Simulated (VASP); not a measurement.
Ti: single point with PBE+D4

The system is Ti.

```
CELL_PARAMETERS angstrom
-1.61775 1.61775 1.61775
1.61775 -1.61775 1.61775
1.61775 1.61775 -1.61775
ATOMIC_POSITIONS crystal
Ti 0.00000 0.00000 0.00000
```

```yaml
Program: VASP 6.6.1
Task: single point
Functional: PBE
Dispersion: D4
Potentials_or_basis: VASP PAW PBE potentials, release 64 (Ti_sv)
Cutoff: 520 eV
k_mesh: 11 × 11 × 11
Occupations: fermi-dirac, width 0.05 eV
Spin: no spin polarisation
```

```yaml
Pressure: -0.3 GPa
Band_gap_on_the_k_mesh: zero (band 6 reaches 9.38 eV, above the bottom of band 7 at 7.74 eV)
Dispersion_energy_per_atom: -0.206 eV
```

Levels at points of the mesh, in eV from the Fermi level:
| k point | band 4 | band 5 | band 6 | band 7 | band 8 | band 9 |
| --- | --- | --- | --- | --- | --- | --- |
| (0.00, 0.00, 0.00) | -32.29 | -6.00 | 1.02 | 1.02 | 1.02 | 2.84 |

Run time: 7.9 s on 1 thread of Intel(R) Xeon(R) 6975P-C (Granite Rapids), on a shared host, peak memory 0.14 GiB.

Caveat: pairwise dispersion overbinds metals, which lowers pressure and volume.
